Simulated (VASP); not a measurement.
# GaN (zincblende type) (F-43m) in VASP: relaxation of cell and atoms with PBEsol

Aim: the relaxation of cell and atoms of GaN (zincblende type) with PBEsol.

Everything below comes from runs of VASP 6.6.1. Logs are shortened: lines on timing, memory, paths and dates and some standing lists are left out, and cuts for length are marked.

### Step 1. The cell of the first run

Symmetry: F-43m, No. 216, cubic system. Conventional cell: a = 4.334 Å, b = 4.334 Å, c = 4.334 Å, α = 90.00°, β = 90.00°, γ = 90.00°. Ga (site symmetry -43m) has 4 N at 1.88 Å within 2.5 Å. N (site symmetry -43m) has 4 Ga at 1.88 Å within 2.5 Å.

### Step 2. Relaxation of cell and atoms, PBEsol

Input file INCAR:

```
SYSTEM = GaN
PREC     = Accurate       ! precision mode
ENCUT    = 600            ! plane-wave cutoff, eV
EDIFF    = 1E-6           ! SCF threshold, eV
ISMEAR   = -1             ! smearing method
SIGMA    = 0.08           ! smearing width, eV
LREAL    = .FALSE.        ! projectors in reciprocal space
LASPH    = .TRUE.         ! aspherical terms in the spheres
NELM     = 80             ! most SCF steps
ALGO     = Normal         ! electronic algorithm
ISIF     = 3              ! what is computed and relaxed
LWAVE    = .FALSE.        ! write WAVECAR
LCHARG   = .FALSE.        ! write CHGCAR
GGA      = PS             ! functional
IBRION   = 2              ! ionic algorithm
NSW      = 60             ! ionic steps
EDIFFG   = -0.005         ! ionic threshold
```

Input file KPOINTS:

```
regular mesh
0
G
  15 15 15
  0 0 0
```

Input file POSCAR:

```
GaN
1.0
    0.0000000000      2.1670925389      2.1670925389
    2.1670925389      0.0000000000      2.1670925389
    2.1670925389      2.1670925389      0.0000000000
Ga N
1 1
Direct
    0.0000000000      0.0000000000      0.0000000000
    0.2500000000      0.2500000000      0.2500000000
```

Potentials or basis: VASP PAW PBE potentials, release 64 (Ga_d, N).

On the command line:

```console
> cat potpaw_PBE.64/Ga_d/POTCAR potpaw_PBE.64/N/POTCAR > POTCAR
> mpirun -np 1 vasp_std > vasp.out
```

OUTCAR:

```text
SYSTEM = GaN
   PREC = Accurate
   ENCUT = 600
   EDIFF = 1E-6
   ISMEAR = -1
   LREAL = .FALSE.
   LASPH = .TRUE.
   NELM = 80
   ISIF = 3
   GGA = PS
   IBRION = 2
   NSW = 60
   EDIFFG = -0.005

 ion  position               nearest neighbor table
   1  0.000  0.000  0.000-   2 1.88   2 1.88   2 1.88   2 1.88
   2  0.250  0.250  0.250-   1 1.88   1 1.88   1 1.88   1 1.88

  LATTYP: Found a face centered cubic cell.
 ALAT       =     4.3341850778

  Lattice vectors:

 A1 = (   0.0000000000,   2.1670925389,   2.1670925389)
 A2 = (   2.1670925389,   0.0000000000,   2.1670925389)
 A3 = (   2.1670925389,   2.1670925389,   0.0000000000)

Analysis of symmetry for initial positions (statically):
=====================================================================
 Subroutine PRICEL returns:
 Original cell was already a primitive cell.

 Routine SETGRP: Setting up the symmetry group for a
 face centered cubic supercell.

 Subroutine GETGRP returns: Found 24 space group operations
 (whereof 24 operations were pure point group operations)
 out of a pool of 48 trial point group operations.

The static configuration has the point symmetry T_d .

Analysis of symmetry for dynamics (positions and initial velocities):
=====================================================================
 Subroutine PRICEL returns:
 Original cell was already a primitive cell.

 Routine SETGRP: Setting up the symmetry group for a
 face centered cubic supercell.

 Subroutine GETGRP returns: Found 24 space group operations
 (whereof 24 operations were pure point group operations)
 out of a pool of 48 trial point group operations.

The dynamic configuration has the point symmetry T_d .

 Subroutine INISYM returns: Found 24 space group operations
 (whereof 24 operations are pure point group operations),
 and found     1 'primitive' translations

----------------------------------------------------------------------------------------

                                     Primitive cell

  volume of cell :      20.3546

  direct lattice vectors                    reciprocal lattice vectors
     0.000000000  2.167092539  2.167092539    -0.230723881  0.230723881  0.230723881
     2.167092539  0.000000000  2.167092539     0.230723881 -0.230723881  0.230723881
     2.167092539  2.167092539  0.000000000     0.230723881  0.230723881 -0.230723881

  length of vectors
     3.064731659  3.064731659  3.064731659     0.399625484  0.399625484  0.399625484

[... 101 lines left out ...]
  volume/ion in A,a.u.               =      10.18        68.68
  Fermi-wavevector in a.u.,A,eV,Ry     =   1.571369  2.969457 33.595517  2.469201
  Thomas-Fermi vector in A             =   2.672963
   LORBIT       =      0    0 simple, 1 ext, 2 COOP (PROOUT), +10 PAW based schemes
   GGA     = PS    functional components
   LHFCALC =     F    Hartree Fock is set to
   AEXX    =    0.0000 exact exchange contribution
   IVDW    =     0    specifies the selected vdW correction
   LEPSILON=     F    determine dielectric tensor
   LRPA    =     F    only Hartree local field effects (RPA)
 conjugate gradient relaxation of ions
 non-spin polarized calculation
  energy-cutoff  :      600.00
  volume of cell :       20.35
 maximum number of plane-waves:       692
   NGX = 13   NGY = 13   NGZ = 13

--------------------------------------- Ionic step        1  -------------------------------------------

 number of electron      17.9999988 magnetization

 Free energy of the ion-electron system (eV)
  ---------------------------------------------------
  ext. energy  EPLUGINS =         0.00000000
  ---------------------------------------------------
  free energy    TOTEN  =       -12.94609334 eV

  energy without entropy =      -12.94609334  energy(sigma->0) =      -12.94609334

------------------------ aborting loop because EDIFF is reached ----------------------------------------

  FORCE on cell =-STRESS in cart. coord.  units (eV):
  Direction    XX          YY          ZZ          XY          YZ          ZX
  --------------------------------------------------------------------------------------
  -------------------------------------------------------------------------------------
  Total        3.3257351      3.3257351      3.3257351      0.0000000      0.0000000      0.0000000
  in kB      261.7796440    261.7796440    261.7796440      0.0000000      0.0000000      0.0000000
  external PRESSURE =     261.7796440 kB  Pullay stress =       0.0000000 kB
[... 131 lines left out ...]
--------------------------------------- Ionic step        5  -------------------------------------------

 number of electron      18.0000010 magnetization

 Free energy of the ion-electron system (eV)
  ---------------------------------------------------
  ext. energy  EPLUGINS =         0.00000000
  ---------------------------------------------------
  free energy    TOTEN  =       -13.12122052 eV

  energy without entropy =      -13.12122039  energy(sigma->0) =      -13.12122046

 E-fermi :   6.2302     XC(G=0): -11.9425

 val. band max:        5.2316164740   @ k =   0.0000   0.0000   0.0000
 cond. band min:       6.9630194911   @ k =   0.0000   0.0000   0.0000
 fundamental gap:      1.7314030171
 Fermi energy:         6.2301873967

 k-point     1 :       0.0000    0.0000    0.0000
  band No.  band energies     occupation
      1     -10.7658      2.00000
      2      -8.1782      2.00000
      3      -8.1782      2.00000
      4      -8.1782      2.00000
      5      -7.8453      2.00000
      6      -7.8453      2.00000
      7       5.2316      1.99999
      8       5.2316      1.99999
      9       5.2316      1.99999
     10       6.9630      0.00021
     11      15.4818      0.00000
     12      15.4818      0.00000
     13      15.4818      0.00000
[... 354 lines left out ...]
  band No.  band energies     occupation
      1     -10.3499      2.00000
      2      -8.1177      2.00000
      3      -8.1065      2.00000
      4      -8.0438      2.00000
      5      -7.8532      2.00000
      6      -7.8259      2.00000
      7       2.8359      2.00000
      8       4.4298      2.00000
      9       4.4862      2.00000
     10       9.1489      0.00000
     11      13.6866      0.00000
     12      16.1231      0.00000
     13      16.3139      0.00000

 [... further k-points ...]

------------------------ aborting loop because EDIFF is reached ----------------------------------------

  FORCE on cell =-STRESS in cart. coord.  units (eV):
  Direction    XX          YY          ZZ          XY          YZ          ZX
  --------------------------------------------------------------------------------------
  -------------------------------------------------------------------------------------
  Total        0.0059637      0.0059637      0.0059637      0.0000000      0.0000000      0.0000000
  in kB        0.4206306      0.4206306      0.4206306      0.0000000      0.0000000      0.0000000
  external PRESSURE =       0.4206306 kB  Pullay stress =       0.0000000 kB
[... 17 lines left out ...]
  FREE ENERGIE OF THE ION-ELECTRON SYSTEM (eV)
  ---------------------------------------------------
  free  energy   TOTEN  =       -13.1212205231 eV

  energy  without entropy=      -13.1212203947  energy(sigma->0) =      -13.12122046

 reached required accuracy - stopping structural energy minimisation
```

OSZICAR:

```text
N       E                     dE             d eps       ncg     rms          rms(c)
DAV:   1     0.896033864169E+02    0.89603E+02   -0.10567E+04  3400   0.278E+03
DAV:   2    -0.787838430191E+01   -0.97482E+02   -0.91212E+02  3501   0.380E+02
DAV:   3    -0.148736704058E+02   -0.69953E+01   -0.69521E+01  3525   0.935E+01
[... 37 lines left out ...]
DAV:   4    -0.131212204908E+02    0.17355E-04   -0.22363E-05  4103   0.720E-02    0.126E-03
DAV:   5    -0.131212205164E+02   -0.25504E-07   -0.63547E-07  1873   0.933E-03
   4 F= -.13121221E+02 E0= -.13121220E+02  d E =-.175127E+00
       N       E                     dE             d eps       ncg     rms          rms(c)
DAV:   1    -0.131212205236E+02   -0.32728E-07   -0.65433E-08  1590   0.475E-03    0.974E-04
DAV:   2    -0.131212205231E+02    0.47066E-09   -0.21837E-08  1605   0.372E-03
   5 F= -.13121221E+02 E0= -.13121220E+02  d E =-.675345E-08
```

CONTCAR:

```text
GaN
   1.00000000000000
     0.0000000000000000    2.2478393552782050    2.2478393552782050
     2.2478393552782050    0.0000000000000000    2.2478393552782050
     2.2478393552782050    2.2478393552782050    0.0000000000000000
  Ga              N
     1     1
Direct
     1.0000000000000000    0.0000000000000000    1.0000000000000000
     0.2500000000000000    0.2500000000000000    0.2500000000000000

  0.00000000E+00  0.00000000E+00  0.00000000E+00
  0.00000000E+00  0.00000000E+00  0.00000000E+00
```

It took 2 min on 1 thread of Intel Xeon 6975P-C, shared host; peak memory 0.18 GiB.

What came out:

```yaml
Free_energy: -13.1212 eV
Relaxed_volume: 11.36 Å³/atom
Relaxed_cell: a = 3.179 Å, b = 3.179 Å, c = 3.179 Å, α = 60.00°, β = 60.00°, γ = 60.00°
Space_group_after_relaxing_to_0.05_Å: F-43m (No. 216)
Energy_gained_by_relaxing: 87.6 meV/atom
Ionic_steps: 5
Pressure_after_relaxing: 0.0 GPa
Band_gap_on_the_k_mesh: 1.73 eV, direct
```

The path:
| step | energy change (eV) | largest force (eV/Å) | pressure (GPa) | volume (Å³) |
| --- | --- | --- | --- | --- |
| 1 | 0.0000 | 0.0000 | 26.18 | 20.35 |
| 2 | 0.0029 | 0.0000 | -17.23 | 25.66 |
| 3 | -0.1751 | 0.0000 | -0.34 | 22.77 |
| 4 | -0.1751 | 0.0000 | 0.08 | 22.72 |
| 5 | -0.1751 | 0.0000 | 0.04 | 22.72 |

Final structure:
```
Ga N
1.0
     0.00000    2.24784    2.24784
     2.24784    0.00000    2.24784
     2.24784    2.24784    0.00000
Ga N
1 1
Direct
  0.00000 0.00000 0.00000
  0.25000 0.25000 0.25000
```

Levels at points of the mesh, in eV from the valence-band top:
| k point | band 6 | band 7 | band 8 | band 9 | band 10 | band 11 | band 12 | band 13 |
| --- | --- | --- | --- | --- | --- | --- | --- | --- |
| (0.00, 0.00, 0.00) | -13.08 | 0.00 | 0.00 | 0.00 | 1.73 | 10.25 | 10.25 | 10.25 |

Caveat: the PAW data sets were made with another functional, which shifts forces and pressure a little. As with any semilocal functional, this PBEsol gap is likely too small.
